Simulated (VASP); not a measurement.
# IrRh4 (I4/m) in VASP: relaxation of cell and atoms with PBE

Aim: the relaxation of cell and atoms of IrRh4 with PBE.

Everything below comes from runs of VASP 6.6.1. Logs are shortened: lines on timing, memory, paths and dates and some standing lists are left out, and cuts for length are marked.

**1. The cell of the first run**

The structure is tetragonal, space group I4/m (No. 87). The conventional cell has a = 6.067 Å, b = 6.067 Å, c = 3.835 Å, α = 90.00°, β = 90.00°, γ = 90.00°. Ir (site symmetry 4/m) has 12 Rh at 2.71 Å within 3.6 Å. Within 3.6 Å of Rh (site symmetry m) lie 9 Rh at 2.70 to 2.73 Å and 3 Ir at 2.71 Å.

**2. Relaxation of cell and atoms, PBE**

Input file INCAR:

```
PREC = Accurate
ENCUT = 600
EDIFF = 1E-7
ISMEAR = 0
SIGMA = 0.1
LREAL = F
LASPH = T
NELM = 80
ALGO = Fast
ISIF = 3
LWAVE = F
LCHARG = F
GGA = PE
IBRION = 2
NSW = 100
EDIFFG = -0.01
KPAR = 4
```

Input file KPOINTS:

```
Automatic mesh
0
Gamma
  12 12 12
```

Input file POSCAR:

```
IrRh4
1.0
   -3.0336385851      3.0336385851      1.9174809860
    3.0336385851     -3.0336385851      1.9174809860
    3.0336385851      3.0336385851     -1.9174809860
Ir Rh
1 4
Direct
    0.0000000000      0.0000000000      0.0000000000
    0.2006816562      0.6013261764      0.8020078325
    0.7993183438      0.3986738236      0.1979921675
    0.6013261764      0.7993183438      0.4006445202
    0.3986738236      0.2006816562      0.5993554798
```

Potentials or basis: VASP PAW PBE potentials, release 64 (Ir, Rh_pv).

Run with:

```
$ cat potpaw_PBE.64/Ir/POTCAR potpaw_PBE.64/Rh_pv/POTCAR > POTCAR
$ mpirun -np 4 vasp_std > vasp.out
```

OUTCAR:

```text
PREC = Accurate
   ENCUT = 600
   EDIFF = 1E-7
   ISMEAR = 0
   LREAL = F
   LASPH = T
   NELM = 80
   ISIF = 3
   GGA = PE
   IBRION = 2
   NSW = 100
   EDIFFG = -0.01

 ion  position               nearest neighbor table
   1  0.000  0.000  0.000-   5 2.71   4 2.71   3 2.71   2 2.71   3 2.71   2 2.71   4 2.71   5 2.71
                             4 2.71   5 2.71   2 2.71   3 2.71
   2  0.201  0.601  0.802-   3 2.70   3 2.70   1 2.71   5 2.71   4 2.71   1 2.71   1 2.71   4 2.72
                             5 2.72   4 2.72   5 2.72   3 2.73
   3  0.799  0.399  0.198-   2 2.70   2 2.70   1 2.71   4 2.71   5 2.71   1 2.71   1 2.71   5 2.72
                             4 2.72   5 2.72   4 2.72   2 2.73
   4  0.601  0.799  0.401-   5 2.70   5 2.70   1 2.71   3 2.71   2 2.71   1 2.71   1 2.71   2 2.72
                             3 2.72   2 2.72   3 2.72   5 2.73
   5  0.399  0.201  0.599-   4 2.70   4 2.70   1 2.71   2 2.71   3 2.71   1 2.71   1 2.71   3 2.72
                             2 2.72   3 2.72   2 2.72   4 2.73

  LATTYP: Found a body centered tetragonal cell.
 ALAT       =     6.0672771702
 C/A-ratio  =     0.6320729817

  Lattice vectors:

 A1 = (  -3.0336385851,   3.0336385851,   1.9174809860)
 A2 = (   3.0336385851,  -3.0336385851,   1.9174809860)
 A3 = (   3.0336385851,   3.0336385851,  -1.9174809860)

Analysis of symmetry for initial positions (statically):
=====================================================================
 Subroutine PRICEL returns:
 Original cell was already a primitive cell.

 Routine SETGRP: Setting up the symmetry group for a
 body centered tetragonal supercell.

 Subroutine GETGRP returns: Found  8 space group operations
 (whereof  8 operations were pure point group operations)
 out of a pool of 16 trial point group operations.

The static configuration has the point symmetry C_4h.

Analysis of symmetry for dynamics (positions and initial velocities):
=====================================================================
 Subroutine PRICEL returns:
 Original cell was already a primitive cell.

 Routine SETGRP: Setting up the symmetry group for a
 body centered tetragonal supercell.

 Subroutine GETGRP returns: Found  8 space group operations
 (whereof  8 operations were pure point group operations)
 out of a pool of 16 trial point group operations.

The dynamic configuration has the point symmetry C_4h.

 Subroutine INISYM returns: Found  8 space group operations
 (whereof  8 operations are pure point group operations),
 and found     1 'primitive' translations

----------------------------------------------------------------------------------------

                                     Primitive cell

  volume of cell :      70.5860

  direct lattice vectors                    reciprocal lattice vectors
    -3.033638585  3.033638585  1.917480986     0.000000000  0.164818579  0.260758779
     3.033638585 -3.033638585  1.917480986     0.164818579  0.000000000  0.260758779
     3.033638585  3.033638585 -1.917480986     0.164818579  0.164818579  0.000000000

  length of vectors
     4.699219027  4.699219027  4.699219027     0.308480639  0.308480639  0.233088669

  position of ions in fractional coordinates (direct lattice)
     0.000000000  0.000000000  0.000000000
     0.200681656  0.601326176  0.802007833
     0.799318344  0.398673824  0.197992167
     0.601326176  0.799318344  0.400644520
     0.398673824  0.200681656  0.599355480

  ion indices of the primitive-cell ions
   primitive index   ion index
                 1           1
                 2           2
                 3           3
                 4           4
                 5           5

----------------------------------------------------------------------------------------

 KPOINTS: Automatic mesh

Automatic generation of k-mesh.
 Grid dimensions read from file:
 generate k-points for:   12   12   12

 Generating k-lattice:

  Cartesian coordinates                     Fractional coordinates (reciprocal lattice)
     0.000000000  0.013734882  0.021729898     0.083333333  0.000000000 -0.000000000
     0.013734882  0.000000000  0.021729898     0.000000000  0.083333333 -0.000000000
     0.013734882  0.013734882  0.000000000     0.000000000  0.000000000  0.083333333

  Length of vectors
     0.025706720  0.025706720  0.019424056

  Shift w.r.t. Gamma in fractional coordinates (k-lattice)
     0.000000000  0.000000000  0.000000000

 Subroutine IBZKPT returns following result:
 ===========================================

 Found    242 irreducible k-points:

 Following reciprocal coordinates:
            Coordinates               Weight
  0.000000  0.000000  0.000000      1.000000
  0.083333  0.000000  0.000000      8.000000
  0.166667  0.000000 -0.000000      8.000000
  0.250000  0.000000 -0.000000      8.000000
  0.333333  0.000000 -0.000000      8.000000
  0.416667  0.000000 -0.000000      8.000000
[... 16 lines left out ...]
 -0.250000  0.083333 -0.000000      8.000000
 -0.083333  0.250000  0.000000      8.000000
 [... further k-points ...]
   k-points           NKPTS =    242   k-points in BZ     NKDIM =    242   number of bands    NBANDS=     41
   number of dos      NEDOS =    301   number of ions     NIONS =      5
   total plane-waves  NPLWV =  64000
   dimension x,y,z NGX =    40 NGY =   40 NGZ =   40
   dimension x,y,z NGXF=    80 NGYF=   80 NGZF=   80
   ions per type =               1   4
   NGX,Y,Z   is equivalent  to a cutoff of  14.15, 14.15, 14.15 a.u.
   NGXF,Y,Z  is equivalent  to a cutoff of  28.30, 28.30, 28.30 a.u.
 SYSTEM =  unknown system
   PREC   = accura    normal or accurate (medium, high low for compatibility)
   ISTART =      0    job   : 0-new  1-cont  2-samecut
   ICHARG =      2    charge: 1-file 2-atom 10-const
   ISPIN  =      1    spin polarized calculation?
   LNONCOLLINEAR =      F non collinear calculations
   LSORBIT =      F    spin-orbit coupling
   LASPH  =      T    aspherical Exc in radial PAW
   ENCUT  =  600.0 eV  44.10 Ry    6.64 a.u.   9.39  9.39  9.39*2*pi/ulx,y,z
   NELM   =     80;   NELMIN=  2; NELMDL= -5     # of ELM steps
   EDIFF  = 0.1E-06   stopping-criterion for ELM
   LREAL  =      F    real-space projection
   EDIFFG = -.1E-01   stopping-criterion for IOM
   NSW    =    100    number of steps for IOM
   IBRION =      2    ionic relax: 0-MD 1-quasi-New 2-CG
   NFREE  =      1    steps in history (QN), initial steepest desc. (CG)
   ISIF   =      3    stress and relaxation
   ISYM   =      2    0-nonsym 1-usesym 2-fastsym
   POTIM  = 0.5000    time-step for ionic-motion
   TEBEG  =    0.0;   TEEND  =   0.0 temperature during run
   PSTRESS=    0.0 pullay stress
   NELECT =      69.0000    total number of electrons
   NUPDOWN=      -1.0000    fix difference up-down
   EMIN   =  10.00;   EMAX   =-10.00  energy-range for DOS
   EFERMI =   0.00;   METHOD = LEGACY
   ISMEAR =     0;   SIGMA  =   0.10  broadening in eV -4-tet -1-fermi 0-gaus
   EFERMI_NEDOS =   21; number of points for ismear=-14 and -15
   IALGO  =     68    algorithm
   IMIX   =      4    mixing-type and parameters
     AMIX     =   0.40;   BMIX     =  1.00
     AMIX_MAG =   1.60;   BMIX_MAG =  1.00
  volume/ion in A,a.u.               =      14.12        95.27
  Fermi-wavevector in a.u.,A,eV,Ry     =   1.624744  3.070321 35.916566  2.639793
  Thomas-Fermi vector in A             =   2.717981
   LORBIT       =      0    0 simple, 1 ext, 2 COOP (PROOUT), +10 PAW based schemes
   GGA     = PE    functional components
   LHFCALC =     F    Hartree Fock is set to
   AEXX    =    0.0000 exact exchange contribution
   IVDW    =     0    specifies the selected vdW correction
   LEPSILON=     F    determine dielectric tensor
   LRPA    =     F    only Hartree local field effects (RPA)
 conjugate gradient relaxation of ions
 non-spin polarized calculation
 RMM-DIIS sequential band-by-band and
 Gauss-broadening in eV      SIGMA  =   0.10
  energy-cutoff  :      600.00
  volume of cell :       70.59
 maximum number of plane-waves:      2379
 NGX is ok and might be reduce to    40
   NGX = 19   NGY = 19   NGZ = 19

 number of electron      68.9999999 magnetization

 Free energy of the ion-electron system (eV)
  ---------------------------------------------------
  ext. energy  EPLUGINS =         0.00000000
  ---------------------------------------------------
  free energy    TOTEN  =       -37.98185901 eV

  energy without entropy =      -37.95033983  energy(sigma->0) =      -37.96609942

 E-fermi :  11.1940     XC(G=0): -13.8945

 val. band max:       11.1938253845   @ k =   0.4167   0.2500   0.1667
 cond. band min:      11.1948971420   @ k =   0.3333   0.0833  -0.0000
 fundamental gap:      0.0010717575
 Fermi energy:        11.1939912791

 k-point     1 :       0.0000    0.0000    0.0000
  band No.  band energies     occupation
      1     -35.7083      2.00000
      2     -35.6897      2.00000
      3     -35.5836      2.00000
      4     -35.5836      2.00000
      5     -35.5652      2.00000
      6     -35.5652      2.00000
[... 33 lines left out ...]
     40      16.6061      0.00000
     41      16.6062      0.00000

 k-point     2 :       0.0833    0.0000    0.0000
  band No.  band energies     occupation
      1     -35.7145      2.00000
      2     -35.6893      2.00000
      3     -35.6147      2.00000
      4     -35.6102      2.00000
      5     -35.5593      2.00000
      6     -35.5313      2.00000
[... 33 lines left out ...]
     40      16.3048      0.00000
     41      17.2770      0.00000

 k-point     3 :       0.1667    0.0000   -0.0000
  band No.  band energies     occupation
      1     -35.7294      2.00000
      2     -35.6943      2.00000
      3     -35.6461      2.00000
      4     -35.6227      2.00000
      5     -35.5616      2.00000
      6     -35.4887      2.00000
[... 33 lines left out ...]
     40      15.7841      0.00000
     41      18.1464      0.00000

 k-point     4 :       0.2500    0.0000   -0.0000
  band No.  band energies     occupation
      1     -35.7475      2.00000
      2     -35.7039      2.00000
      3     -35.6677      2.00000
      4     -35.6121      2.00000
      5     -35.5658      2.00000
      6     -35.4498      2.00000
[... 825 lines left out ...]
     40      14.9896      0.00000
     41      16.2391      0.00000

 k-point    23 :      -0.2500    0.0833   -0.0000
  band No.  band energies     occupation
      1     -35.7213      2.00000
      2     -35.7071      2.00000
      3     -35.6440      2.00000
      4     -35.5992      2.00000
      5     -35.5878      2.00000
      6     -35.4885      2.00000
[... 33 lines left out ...]
     40      15.4946      0.00000
     41      17.8217      0.00000

 k-point    24 :      -0.0833    0.2500    0.0000
  band No.  band energies     occupation
      1     -35.7339      2.00000
      2     -35.6862      2.00000
      3     -35.6481      2.00000
      4     -35.6167      2.00000
      5     -35.5696      2.00000
      6     -35.4976      2.00000
[... 33 lines left out ...]
     40      15.7848      0.00000
     41      18.0727      0.00000

 [... further k-points ...]
[... 5 lines left out ...]
  --------------------------------------------------------------------------------------
  -------------------------------------------------------------------------------------
  Total        0.0006241      0.0006241     -0.0110913     -0.0000001     -0.0000000      0.0000000
  in kB        0.0141671      0.0141671     -0.2517527     -0.0000012     -0.0000000      0.0000000
  external PRESSURE =      -0.0744729 kB  Pullay stress =       0.0000000 kB

 VOLUME and BASIS-vectors are now :
 -----------------------------------------------------------------------------
  energy-cutoff  :      600.00
  volume of cell :       70.59
      direct lattice vectors                 reciprocal lattice vectors
    -3.033638585  3.033638585  1.917480986     0.000000000  0.164818579  0.260758779
     3.033638585 -3.033638585  1.917480986     0.164818579  0.000000000  0.260758779
     3.033638585  3.033638585 -1.917480986     0.164818579  0.164818579  0.000000000

 POSITION                                       TOTAL-FORCE (eV/Angst)
 -----------------------------------------------------------------------------------
      0.00000      0.00000      0.00000         0.000000      0.000000      0.000000
      3.64841      1.21759      0.00000         0.002557      0.002101     -0.000000
     -0.61477      1.81605      1.91748        -0.002557     -0.002101      0.000000
      1.81605      0.61477      1.91748        -0.002101      0.002557      0.000000
      1.21759      2.41886     -0.00000         0.002101     -0.002557      0.000000
 -----------------------------------------------------------------------------------
    total drift:                               -0.000000     -0.000000      0.000000

  FREE ENERGIE OF THE ION-ELECTRON SYSTEM (eV)
  ---------------------------------------------------
  free  energy   TOTEN  =       -37.9818590105 eV

  energy  without entropy=      -37.9503398299  energy(sigma->0) =      -37.96609942

 reached required accuracy - stopping structural energy minimisation
```

It took 14 min on 4 MPI ranks of Oxide Virtual Turin-like, shared host; peak memory 0.74 GiB.

What came out:

* Free energy: -37.9819 eV
* Pressure after relaxing: 0.0 GPa
* Largest force after relaxing: 0.003 eV/Å
* Band gap on the k mesh: zero (an odd number of electrons rules out a gap without spin polarisation)

Forces on the atoms (eV/Å):
```
Ir   0.000  0.000  0.000
Rh   0.003  0.002  0.000
Rh  -0.003 -0.002  0.000
Rh  -0.002  0.003  0.000
Rh   0.002 -0.003  0.000
```

Final structure:
```
Ir Rh
1.0
    -3.03364    3.03364    1.91748
     3.03364   -3.03364    1.91748
     3.03364    3.03364   -1.91748
Ir Rh
1 4
Cartesian
  0.0000 0.0000 0.0000
  3.6484 1.2176 0.0000
  -0.6148 1.8160 1.9175
  1.8160 0.6148 1.9175
  1.2176 2.4189 0.0000
```

Caveat: the relaxation stopped at its first step, so nothing moved; spin-orbit coupling is left out, which moves the levels of the heavy elements.
